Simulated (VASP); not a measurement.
# CuI (F-43m) in VASP: notebook, part 2 of 2

VASP 6.6.1. The steps go on from the part before.

**3. Single point, PBEsol, non-collinear spin, zero start, spin-orbit coupling**

This run uses another cell than the first one, of 28.97 Å³/atom.

The input, INCAR:

```
SYSTEM = CuI
PREC = Accurate
ENCUT = 520
EDIFF = 1E-6
ISMEAR = -1
SIGMA = 0.05
LREAL = .False.
LASPH = .True.
NELM = 150
ALGO = Normal
ISIF = 2
LWAVE = .False.
LCHARG = .True.
LNONCOLLINEAR = .True.
MAGMOM = 0 0 0 0 0 0
LORBIT = 11
LSORBIT = .True.
GGA_COMPAT = .False.
LORBMOM = .True.
LMAXMIX = 4
GGA = PS
LVHAR = .True.
NBANDS = 30
```

The input, KPOINTS:

```
regular mesh
0
Gamma
  8 8 8
  0 0 0
```

The input, POSCAR:

```
CuI
1.0
    0.0000000000      3.0713927327      3.0713927327
    3.0713927327      0.0000000000      3.0713927327
    3.0713927327      3.0713927327      0.0000000000
I Cu
1 1
Direct
    0.0000000000      0.0000000000      0.0000000000
    0.7500000000      0.7500000000      0.7500000000
```

Potentials or basis: VASP PAW PBE potentials, release 64 (I, Cu).

Launch:

```console
$ cat potpaw_PBE.64/I/POTCAR potpaw_PBE.64/Cu/POTCAR > POTCAR
$ mpirun -np 1 vasp_ncl > vasp.out
```

OUTCAR:

```text
SYSTEM = CuI
   PREC = Accurate
   ENCUT = 520
   EDIFF = 1E-6
   ISMEAR = -1
   LREAL = .False.
   LASPH = .True.
   NELM = 150
   ISIF = 2
   LNONCOLLINEAR = .True.
   LORBIT = 11
   LSORBIT = .True.
   GGA = PS

 ion  position               nearest neighbor table
   1  0.000  0.000  0.000-   2 2.66   2 2.66   2 2.66   2 2.66
   2  0.750  0.750  0.750-   1 2.66   1 2.66   1 2.66   1 2.66

  LATTYP: Found a face centered cubic cell.
 ALAT       =     6.1427854654

  Lattice vectors:

 A1 = (   0.0000000000,   3.0713927327,   3.0713927327)
 A2 = (   3.0713927327,   0.0000000000,   3.0713927327)
 A3 = (   3.0713927327,   3.0713927327,   0.0000000000)

Analysis of symmetry for initial positions (statically):
[... 1086 lines left out ...]
     0.0000000     0.0000000     0.0000000     0.0000000     0.0000000     0.0000000     0.0000000
     0.0000000     0.0000000     0.0000000     0.0000000     0.0000000     0.0000000     0.0000000
     0.0000000     0.0000000     0.0000000     0.0000000     0.0000000     0.0000000     0.0000000
     0.0000000     0.0000000     0.0000000     0.0000000     0.0000000     0.0000000     0.0000000
     0.0000000     0.0000000     0.0000000     0.0000000     0.0000000     0.0000000     0.0000000
     0.0000000     0.0000000     0.0000000     0.0000000     0.0000000     0.0000000     0.0000000

 total charge

# of ion       s       p       d       tot
------------------------------------------
    1        1.493   2.730   0.048   4.271
    2        0.320   0.241   9.331   9.892
--------------------------------------------------
tot          1.812   2.971   9.379  14.163

 magnetization (x)

# of ion       s       p       d       tot
------------------------------------------
    1        0.000  -0.000   0.000  -0.000
    2       -0.000  -0.000   0.000  -0.000
--------------------------------------------------
tot         -0.000  -0.000   0.000  -0.000

 magnetization (y)

# of ion       s       p       d       tot
------------------------------------------
    1        0.000   0.000   0.000   0.000
    2        0.000   0.000   0.000   0.000
--------------------------------------------------
tot          0.000   0.000   0.000   0.000

 magnetization (z)

# of ion       s       p       d       tot
------------------------------------------
    1        0.000  -0.000  -0.000  -0.000
    2       -0.000   0.000   0.000   0.000
--------------------------------------------------
tot         -0.000   0.000   0.000  -0.000
```

Wall time 75 s (1 thread of AMD EPYC 9R45 (Zen 5), shared host); peak memory 0.34 GiB.

Results:

- Free energy: -6.3836 eV
- Pressure: -3.7 GPa
- Net moment: 0.00 μB per cell
- Valence electrons inside the program's atomic spheres: I 4.27; Cu 9.89

Moments on the atoms (μB; x, y, z):
```
I   0.00 0.00 0.00
Cu  0.00 0.00 0.00
```

Caveat: the cell stands under tension; the PAW data sets were made with another functional, which shifts forces and pressure a little.

**4. Single point, HSE06**

This run uses another cell than the first one, of 27.86 Å³/atom.

The input, POSCAR:

```
CuI
1.0
    0.0000000000      3.0315000000      3.0315000000
    3.0315000000      0.0000000000      3.0315000000
    3.0315000000      3.0315000000      0.0000000000
I Cu
1 1
Direct
    0.0000000000      0.0000000000      0.0000000000
    0.7500000000      0.7500000000      0.7500000000
```

The input, INCAR.step1:

```
PREC = Accurate
ENCUT = 520
EDIFF = 1E-5
ISMEAR = -1
SIGMA = 0.05
LREAL = False
LASPH = True
NELM = 100
ALGO = Normal
ISIF = 2
LWAVE = True
LCHARG = False
GGA = PE
NBANDS = 16
```

The input, INCAR.step2:

```
PREC = Accurate
ENCUT = 520
EDIFF = 1E-6
ISMEAR = -1
SIGMA = 0.05
LREAL = False
LASPH = True
NELM = 100
ALGO = Normal
ISIF = 2
LWAVE = False
LCHARG = False
GGA = PE
LHFCALC = True
HFSCREEN = 0.2079
PRECFOCK = Normal
ISTART = 1
NBANDS = 16
```

The input, KPOINTS:

```
Automatic mesh
0
Gamma
  6 6 6
```

Launch:

```console
$ cat potpaw_PBE.64/I/POTCAR potpaw_PBE.64/Cu/POTCAR > POTCAR
$ cp INCAR.step1 INCAR
$ mpirun -np 1 vasp_std > vasp.out
$ cp INCAR.step2 INCAR
$ mpirun -np 1 vasp_std > vasp.out
```

It took 46 min on 1 thread of Intel Xeon Platinum 8259CL at 2.50GHz (Skylake/Cascade Lake), shared host; peak memory 0.31 GiB.

The run converged. Its results:

```
Free energy            : -6.4591 eV
Pressure               : 0.3 GPa
Band gap on the k mesh : 2.58 eV
```

Levels at points of the mesh, in eV from the valence-band top:
```csv
k point,band 6,band 7,band 8,band 9,band 10,band 11,band 12,band 13
"(0.00, 0.00, 0.00)",-2.48,0.00,0.00,0.00,2.58,6.30,6.30,6.30
"(0.50, 0.00, 0.00)",-2.46,-2.40,-0.83,-0.83,3.59,6.80,6.80,8.81
"(0.50, 0.50, 0.00)",-2.40,-2.29,-1.94,-1.94,3.88,4.26,10.86,11.56
```

Caveat: the PAW data sets were made with another functional, which shifts forces and pressure a little; spin-orbit coupling is left out, which moves the levels of the heavy elements.

**5. The runs side by side**

| level | spin | cell | k mesh | grid for exact exchange (PRECFOCK) | share of exact exchange | screening parameter | pressure (GPa) | moment (μB) |
| --- | --- | --- | --- | --- | --- | --- | --- | --- |
| PBEsol | non-collinear, zero start, SOC | a = 4.316 Å, angles 60.0°, 2 atoms | 8 × 8 × 8 | - | - | - | -3.1 | 0.00 |
| PBEsol | non-collinear, zero start, SOC | a = 4.344 Å, angles 60.0°, 2 atoms | 8 × 8 × 8 | - | - | - | -3.7 | 0.00 |
| HSE06 | off | a = 4.287 Å, angles 60.0°, 2 atoms | 6 × 6 × 6 | Normal | 0.25 | 0.2079 1/Å | 0.3 | - |

Alike in all rows: task single point; potentials or basis VASP PAW PBE potentials, release 64 (I, Cu); cutoff (eV) 520; smearing fermi-dirac 0.05 eV.

Caveats: the PAW data sets were made with another functional, which shifts forces and pressure a little; the cell stands under tension (at least some runs); spin-orbit coupling is left out, which moves the levels of the heavy elements (at least some runs).

Absolute energies hang on the potentials; compare differences alone.
